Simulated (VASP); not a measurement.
Si:

```
CELL_PARAMETERS angstrom
-2.94386 2.94386 2.03845
2.94386 -2.94386 2.03845
2.94386 2.94386 -2.03845
ATOMIC_POSITIONS crystal
Si 0.00000 0.00000 0.00000
Si 0.75000 0.25000 0.50000
Si 0.37500 0.62500 0.75000
Si 0.37500 0.12500 0.75000
Si 0.37500 0.62500 0.25000
Si 0.87500 0.62500 0.25000
```

The cell was generated, and may not be a known phase.

| Item | Value |
| --- | --- |
| Program | VASP 6.6.1 |
| Task | relaxation of cell and atoms |
| Functional | PBE |
| Potentials or basis | VASP PAW PBE potentials, release 64 (Si) |
| Cutoff | 600 eV |
| k mesh | 6 × 6 × 6 |
| Occupations | gaussian, width 0.1 eV |
| Spin | no spin polarisation |

At the start: pressure 75.9 GPa; volume 11.78 Å³/atom.

Problem. How do energy, volume and symmetry change on relaxing?

Solution. Over 10 steps the energy falls by 936.5 meV/atom and the volume is 17.25 Å³/atom (+46.5 %); space group I4_1/amd (No. 141, to 0.1 Å) before and after.

Step by step:
| step | energy change (eV) | largest force (eV/Å) | pressure (GPa) | volume (Å³) |
| --- | --- | --- | --- | --- |
| 1 | 0.0000 | 0.0000 | 75.90 | 70.66 |
| 2 | -2.8165 | 0.0000 | -14.17 | 144.44 |
| 3 | -5.4529 | 0.0000 | -0.90 | 103.31 |
| 4 | -5.4559 | 0.0000 | -0.26 | 102.57 |
| 5 | -5.4559 | 0.0000 | 0.41 | 101.86 |
| 6 | -5.5271 | 0.0000 | 0.33 | 102.18 |
| 7 | -5.6136 | 0.0000 | 0.41 | 102.84 |
| 8 | -5.6188 | 0.0000 | 0.35 | 102.74 |
| 9 | -5.6190 | 0.0000 | 0.35 | 102.77 |
| 10 | -5.6190 | 0.0000 | -0.33 | 103.52 |

Final structure:
```
Si
1.0
    -3.44599    3.44599    2.17948
     3.44599   -3.44599    2.17948
     3.44599    3.44599   -2.17948
Si
6
Direct
  0.00000 0.00000 0.00000
  0.75000 0.25000 0.50000
  0.37500 0.62500 0.75000
  0.37500 0.12500 0.75000
  0.37500 0.62500 0.25000
  0.87500 0.62500 0.25000
```

Caveat: the volume moved by over 15 % at a fixed basis, so the end points are rough.
